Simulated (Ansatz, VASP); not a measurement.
**Two plane-wave programs on C**

```
CELL_PARAMETERS angstrom
14.00000 0.00000 0.00000
0.00000 14.40000 0.00000
0.00000 0.00000 14.80000
ATOMIC_POSITIONS crystal
C 0.50000 0.50000 0.50000
```

Alike in both runs: task single point; functional RPBE; k mesh 1 × 1 × 1; occupations fermi-dirac, width 0.01 eV; collinear spin.

```csv
,VASP,Ansatz
version,VASP 6.6.1,Ansatz 0.2.0
potentials or method,"VASP PAW PBE potentials, release 64 (C), cutoff 520 eV","plane waves (420 eV) with PAW, scalar-relativistic"
valence electrons in the cell,4,4
```

VASP gave:

| Quantity | Value |
| --- | --- |
| gap on the k mesh at the Fermi level (eV) | 2.48 |
| net moment per atom (μB) | 2.00 |
| size of the moment on the site where the two differ most (μB) | 0.99 |

**Question.** Which values does Ansatz return?

**Answer.** gap on the k mesh at the Fermi level (eV): 0.62; net moment per atom (μB): 2.00; size of the moment on the site where the two differ most (μB): 2.00.

VASP's potentials were made for PBE, not for RPBE. Site moments also hang on the region over which each program counts them. Ansatz's warnings: negative dielectric reading, stability check not made, xc potential rough in thin density.
